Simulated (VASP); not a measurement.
# WC (Fm-3m) in VASP: notebook, part 2 of 2

VASP 6.6.1. The steps go on from the part before.

**4. Single point, BLYP**

This run uses another cell than the first one, of 10.89 Å³/atom, 1.033 times its volume.

INCAR

```
PREC = Accurate ; ENCUT = 520
EDIFF = 1E-6 ; ISMEAR = -1
SIGMA = 0.05 ; LREAL = False
LASPH = True ; NELM = 80
ALGO = Normal ; ISIF = 2
LWAVE = False ; LCHARG = False
GGA = B5 ; ALDAX = 1.0
AGGAX = 1.0 ; AGGAC = 1.0
ALDAC = 0.0 ; NBANDS = 16
```

KPOINTS

```
Automatic mesh
0
Gamma
  10 10 10
```

POSCAR

```
WC
1.0
    0.0000000000      2.2168308950      2.2168308950
    2.2168308950      0.0000000000      2.2168308950
    2.2168308950      2.2168308950      0.0000000000
W C
1 1
Direct
    0.0000000000      0.0000000000      0.0000000000
    0.5000000000      0.5000000000      0.5000000000
```

Potentials or basis: VASP PAW PBE potentials, release 64 (W_sv, C).

Started as:

```sh
$ cat potpaw_PBE.64/W_sv/POTCAR potpaw_PBE.64/C/POTCAR > POTCAR
$ mpirun -np 1 vasp_std > vasp.out
```

OUTCAR:

```text
PREC = Accurate
   ENCUT = 520
   EDIFF = 1E-6
   ISMEAR = -1
   LREAL = False
   LASPH = True
   NELM = 80
   ISIF = 2
   GGA = B5

 ion  position               nearest neighbor table
   1  0.000  0.000  0.000-   2 2.22   2 2.22   2 2.22   2 2.22   2 2.22   2 2.22
   2  0.500  0.500  0.500-   1 2.22   1 2.22   1 2.22   1 2.22   1 2.22   1 2.22

  LATTYP: Found a face centered cubic cell.
 ALAT       =     4.4336617900

  Lattice vectors:

 A1 = (   0.0000000000,   2.2168308950,   2.2168308950)
 A2 = (   2.2168308950,   0.0000000000,   2.2168308950)
 A3 = (   2.2168308950,   2.2168308950,   0.0000000000)

Analysis of symmetry for initial positions (statically):
=====================================================================
 Subroutine PRICEL returns:
 Original cell was already a primitive cell.

 Routine SETGRP: Setting up the symmetry group for a
 face centered cubic supercell.

 Subroutine GETGRP returns: Found 48 space group operations
 (whereof 48 operations were pure point group operations)
 out of a pool of 48 trial point group operations.

The static configuration has the point symmetry O_h .

Analysis of symmetry for dynamics (positions and initial velocities):
=====================================================================
 Subroutine PRICEL returns:
 Original cell was already a primitive cell.

 Routine SETGRP: Setting up the symmetry group for a
 face centered cubic supercell.

 Subroutine GETGRP returns: Found 48 space group operations
 (whereof 48 operations were pure point group operations)
 out of a pool of 48 trial point group operations.

The dynamic configuration has the point symmetry O_h .

 Subroutine INISYM returns: Found 48 space group operations
 (whereof 48 operations are pure point group operations),
 and found     1 'primitive' translations

----------------------------------------------------------------------------------------

                                     Primitive cell

  volume of cell :      21.7885

  direct lattice vectors                    reciprocal lattice vectors
     0.000000000  2.216830895  2.216830895    -0.225547199  0.225547199  0.225547199
     2.216830895  0.000000000  2.216830895     0.225547199 -0.225547199  0.225547199
     2.216830895  2.216830895  0.000000000     0.225547199  0.225547199 -0.225547199

  length of vectors
     3.135072317  3.135072317  3.135072317     0.390659209  0.390659209  0.390659209

  position of ions in fractional coordinates (direct lattice)
     0.000000000  0.000000000  0.000000000
     0.500000000  0.500000000  0.500000000

  ion indices of the primitive-cell ions
   primitive index   ion index
                 1           1
                 2           2

----------------------------------------------------------------------------------------

 KPOINTS: Automatic mesh

Automatic generation of k-mesh.
 Grid dimensions read from file:
 generate k-points for:   10   10   10

 Generating k-lattice:

  Cartesian coordinates                     Fractional coordinates (reciprocal lattice)
    -0.022554720  0.022554720  0.022554720     0.100000000  0.000000000  0.000000000
     0.022554720 -0.022554720  0.022554720     0.000000000  0.100000000  0.000000000
     0.022554720  0.022554720 -0.022554720     0.000000000  0.000000000  0.100000000

  Length of vectors
     0.039065921  0.039065921  0.039065921

  Shift w.r.t. Gamma in fractional coordinates (k-lattice)
     0.000000000  0.000000000  0.000000000

 Subroutine IBZKPT returns following result:
 ===========================================

 Found     47 irreducible k-points:

 Following reciprocal coordinates:
            Coordinates               Weight
  0.000000  0.000000  0.000000      1.000000
  0.100000  0.000000  0.000000      8.000000
  0.200000  0.000000  0.000000      8.000000
  0.300000  0.000000  0.000000      8.000000
  0.400000  0.000000  0.000000      8.000000
  0.500000  0.000000  0.000000      4.000000
[... 16 lines left out ...]
  0.300000  0.300000  0.000000      6.000000
  0.400000  0.300000  0.000000     24.000000
 [... further k-points ...]
   k-points           NKPTS =     47   k-points in BZ     NKDIM =     47   number of bands    NBANDS=     16
   number of dos      NEDOS =    301   number of ions     NIONS =      2
   total plane-waves  NPLWV =  13824
   dimension x,y,z NGX =    24 NGY =   24 NGZ =   24
   dimension x,y,z NGXF=    48 NGYF=   48 NGZF=   48
   ions per type =               1   1
   NGX,Y,Z   is equivalent  to a cutoff of  12.73, 12.73, 12.73 a.u.
   NGXF,Y,Z  is equivalent  to a cutoff of  25.45, 25.45, 25.45 a.u.
 SYSTEM =  unknown system
   PREC   = accura    normal or accurate (medium, high low for compatibility)
   ISTART =      0    job   : 0-new  1-cont  2-samecut
   ICHARG =      2    charge: 1-file 2-atom 10-const
   ISPIN  =      1    spin polarized calculation?
   LNONCOLLINEAR =      F non collinear calculations
   LSORBIT =      F    spin-orbit coupling
   LASPH  =      T    aspherical Exc in radial PAW
   ENCUT  =  520.0 eV  38.22 Ry    6.18 a.u.   5.83  5.83  5.83*2*pi/ulx,y,z
   NELM   =     80;   NELMIN=  2; NELMDL= -5     # of ELM steps
   EDIFF  = 0.1E-05   stopping-criterion for ELM
   LREAL  =      F    real-space projection
   EDIFFG = 0.1E-04   stopping-criterion for IOM
   NSW    =      0    number of steps for IOM
   IBRION =     -1    ionic relax: 0-MD 1-quasi-New 2-CG
   NFREE  =      0    steps in history (QN), initial steepest desc. (CG)
   ISIF   =      2    stress and relaxation
   ISYM   =      2    0-nonsym 1-usesym 2-fastsym
   POTIM  = 0.5000    time-step for ionic-motion
   TEBEG  =    0.0;   TEEND  =   0.0 temperature during run
   PSTRESS=    0.0 pullay stress
   NELECT =      18.0000    total number of electrons
   NUPDOWN=      -1.0000    fix difference up-down
   EMIN   =  10.00;   EMAX   =-10.00  energy-range for DOS
   EFERMI =   0.00;   METHOD = LEGACY
   ISMEAR =    -1;   SIGMA  =   0.05  broadening in eV -4-tet -1-fermi 0-gaus
   EFERMI_NEDOS =   21; number of points for ismear=-14 and -15
   IALGO  =     38    algorithm
   IMIX   =      4    mixing-type and parameters
     AMIX     =   0.40;   BMIX     =  1.00
     AMIX_MAG =   1.60;   BMIX_MAG =  1.00
  volume/ion in A,a.u.               =      10.89        73.52
  Fermi-wavevector in a.u.,A,eV,Ry     =   1.536113  2.902832 32.104885  2.359642
  Thomas-Fermi vector in A             =   2.642807
   LORBIT       =      0    0 simple, 1 ext, 2 COOP (PROOUT), +10 PAW based schemes
   GGA     = B5    functional components
   LHFCALC =     F    Hartree Fock is set to
   AEXX    =    0.0000 exact exchange contribution
   IVDW    =     0    specifies the selected vdW correction
   LEPSILON=     F    determine dielectric tensor
   LRPA    =     F    only Hartree local field effects (RPA)
 non-spin polarized calculation
  energy-cutoff  :      520.00
  volume of cell :       21.79
 maximum number of plane-waves:       600
   NGX = 11   NGY = 11   NGZ = 11

 number of electron      18.0000003 magnetization

 Free energy of the ion-electron system (eV)
  ---------------------------------------------------
  ext. energy  EPLUGINS =         0.00000000
  ---------------------------------------------------
  free energy    TOTEN  =       -19.17132047 eV

  energy without entropy =      -19.16466134  energy(sigma->0) =      -19.16799090

 E-fermi :  12.4256     XC(G=0): -12.8273

 val. band max:       12.3299587742   @ k =   0.3000   0.2000   0.1000
 cond. band min:      12.4758465961   @ k =  -0.3000   0.3000   0.1000
 fundamental gap:      0.1458878220
 Fermi energy:        12.4256233244

 k-point     1 :       0.0000    0.0000    0.0000
  band No.  band energies     occupation
      1     -62.6593      2.00000
      2     -26.9187      2.00000
      3     -26.9187      2.00000
      4     -26.9187      2.00000
      5      -2.9352      2.00000
      6       9.8067      2.00000
[... 8 lines left out ...]
     15      22.6741      0.00000
     16      35.2346      0.00000

 k-point     2 :       0.1000    0.0000    0.0000
  band No.  band energies     occupation
      1     -62.6562      2.00000
      2     -26.9702      2.00000
      3     -26.9244      2.00000
      4     -26.9244      2.00000
      5      -2.6713      2.00000
      6       8.9311      2.00000
[... 8 lines left out ...]
     15      23.2634      0.00000
     16      32.7136      0.00000
[... 387 lines left out ...]
      5      -0.9472      2.00000
      6       5.5360      2.00000
[... 8 lines left out ...]
     15      24.8764      0.00000
     16      28.0230      0.00000

 k-point    24 :       0.4000    0.3000    0.0000
  band No.  band energies     occupation
      1     -62.6249      2.00000
      2     -27.2992      2.00000
      3     -27.0759      2.00000
      4     -27.0603      2.00000
      5      -0.6523      2.00000
      6       5.6764      2.00000
[... 8 lines left out ...]
     15      24.0496      0.00000
     16      27.7546      0.00000

 [... further k-points ...]
[... 5 lines left out ...]
  --------------------------------------------------------------------------------------
  -------------------------------------------------------------------------------------
  Total        0.2652573      0.2652573      0.2652573      0.0000000     -0.0000000     -0.0000000
  in kB       19.5051954     19.5051954     19.5051954      0.0000000     -0.0000000     -0.0000000
  external PRESSURE =      19.5051954 kB  Pullay stress =       0.0000000 kB

 VOLUME and BASIS-vectors are now :
 -----------------------------------------------------------------------------
  energy-cutoff  :      520.00
  volume of cell :       21.79
      direct lattice vectors                 reciprocal lattice vectors
     0.000000000  2.216830895  2.216830895    -0.225547199  0.225547199  0.225547199
     2.216830895  0.000000000  2.216830895     0.225547199 -0.225547199  0.225547199
     2.216830895  2.216830895  0.000000000     0.225547199  0.225547199 -0.225547199

 POSITION                                       TOTAL-FORCE (eV/Angst)
 -----------------------------------------------------------------------------------
      0.00000      0.00000      0.00000         0.000000      0.000000      0.000000
      2.21683      2.21683      2.21683         0.000000      0.000000      0.000000
 -----------------------------------------------------------------------------------
    total drift:                                0.000000     -0.000000     -0.000000

  FREE ENERGIE OF THE ION-ELECTRON SYSTEM (eV)
  ---------------------------------------------------
  free  energy   TOTEN  =       -19.1713204651 eV

  energy  without entropy=      -19.1646613360  energy(sigma->0) =      -19.16799090
```

OSZICAR:

```text
N       E                     dE             d eps       ncg     rms          rms(c)
DAV:   1     0.113166697984E+03    0.11317E+03   -0.94821E+03  1504   0.124E+03
DAV:   2    -0.198810741267E+02   -0.13305E+03   -0.12844E+03  1816   0.335E+02
DAV:   3    -0.231947842246E+02   -0.33137E+01   -0.32941E+01  1632   0.502E+01
DAV:   4    -0.232126651320E+02   -0.17881E-01   -0.17880E-01  1976   0.421E+00
DAV:   5    -0.232128075402E+02   -0.14241E-03   -0.14241E-03  1640   0.356E-01    0.284E+01
DAV:   6    -0.193330971651E+02    0.38797E+01   -0.10647E+01  1824   0.303E+01    0.610E+00
DAV:   7    -0.191935358846E+02    0.13956E+00   -0.78815E-01  1600   0.714E+00    0.593E+00
DAV:   8    -0.191743680635E+02    0.19168E-01   -0.10145E-01  1592   0.284E+00    0.171E+00
DAV:   9    -0.191713038514E+02    0.30642E-02   -0.52548E-03  1624   0.721E-01    0.160E-01
DAV:  10    -0.191713179140E+02   -0.14063E-04   -0.63176E-04  1760   0.244E-01    0.436E-02
DAV:  11    -0.191713213418E+02   -0.34278E-05   -0.26613E-05  1776   0.478E-02    0.124E-02
DAV:  12    -0.191713204651E+02    0.87672E-06   -0.46459E-06  1720   0.216E-02
   1 F= -.19171320E+02 E0= -.19167991E+02  d E =-.665913E-02
```

stdout:

```text
POSCAR found type information on POSCAR W C
 POSCAR found :  2 types and       2 ions
 scaLAPACK will be used
 -----------------------------------------------------------------------------
|                                                                             |
|                                                                             |
|     You enforced a specific xc type in the INCAR file but a different       |
|     I HOPE YOU KNOW WHAT YOU ARE DOING!                                     |
|                                                                             |
 -----------------------------------------------------------------------------

 LDA part: xc-table for (Slater(with rela. corr.)+VWN5), standard interpolation
 POSCAR, INCAR and KPOINTS ok, starting setup
 FFT: planning ... GRIDC
 FFT: planning ... GRID_SOFT
 FFT: planning ... GRID
 WAVECAR not read
 entering main loop
```

Run time: 23 s. Hardware: 1 thread of Intel Xeon Platinum 8259CL at 2.50GHz (Skylake/Cascade Lake), shared host; peak memory 0.14 GiB.

Results:

```yaml
Free_energy: -19.1713 eV
Pressure: 2.0 GPa
Band_gap_on_the_k_mesh: zero (band 9 reaches 13.31 eV, above the bottom of band 10 at 10.37 eV)
```

Caveat: the PAW data sets were made with another functional, which shifts forces and pressure a little; spin-orbit coupling is left out, which moves the levels of the heavy elements.

**5. Summary**

```csv
level,cell,smearing,gap on the mesh (eV),pressure (GPa)
BLYP,"a = 3.101 Å, angles 60.0°, 2 atoms",fermi-dirac 0.05 eV,none,13.8
PBE,"a = 3.101 Å, angles 60.0°, 2 atoms",gaussian 0.012 eV,none,-0.7
BLYP,"a = 3.135 Å, angles 60.0°, 2 atoms",fermi-dirac 0.05 eV,none,2.0
```

Alike in all rows: task single point; potentials or basis VASP PAW PBE potentials, release 64 (W_sv, C); no spin polarisation; k mesh 10 × 10 × 10; cutoff (eV) 520.

Caveats: spin-orbit coupling is left out, which moves the levels of the heavy elements; the PAW data sets were made with another functional, which shifts forces and pressure a little (some runs).

Absolute energies hang on the potentials; compare differences alone.
